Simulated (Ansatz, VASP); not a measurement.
**One calculation of TiSi16, two programs**

```xyz
17
Lattice="0.0000 5.4300 5.4300 5.4300 0.0000 5.4300 5.4300 5.4300 0.0000" Properties=species:S:1:pos:R:3 pbc="T T T"
Si   -0.0002   -0.0351    0.0004
Si    1.3990    1.3151    1.3992
Si    2.7476    2.7139   -0.0012
Si    4.0535    4.0890    1.3721
Si    2.7152    0.0004    2.7151
Si    4.0303    1.3158    4.0304
Si    5.4287    2.7167    2.6783
Si    6.8289    4.1149    4.0297
Si   -0.0015    2.7136    2.7482
Si    1.3716    4.0889    4.0541
Si    2.7121    5.4300    2.7127
Si    4.0532    6.7708    4.0537
Si    2.6780    2.7164    5.4290
Si    4.0298    4.1148    6.8291
Si    5.4274    5.4652    5.4273
Si    6.8013    6.7715    6.8018
Ti    5.4285    2.7152    5.4287
```

Alike in both runs: functional PBEsol; k mesh 2 × 2 × 2; occupations fermi-dirac, width 0.05 eV; no spin polarisation.

Ansatz relaxed the structure, and its values are those at the end. VASP's run is a single point on that final structure, the one shown.

|  | VASP | Ansatz |
| --- | --- | --- |
| version | VASP 6.6.1 | Ansatz 0.2.0 |
| potentials or method | VASP PAW PBE potentials, release 64 (Si, Ti_sv), cutoff 520 eV | scalar-relativistic, plane waves, PAW |
| valence electrons in the cell | 76 | 76 |

|  | VASP | Ansatz | Ansatz less VASP |
| --- | --- | --- | --- |
| rms of the force components (eV/Å) | 0.008 | 0.009 | +0.0009 |

VASP's potentials were made for PBE, not for PBEsol, and Ansatz warns of the same on its side.

The k mesh is coarse, so the values compare programs but aren't converged.
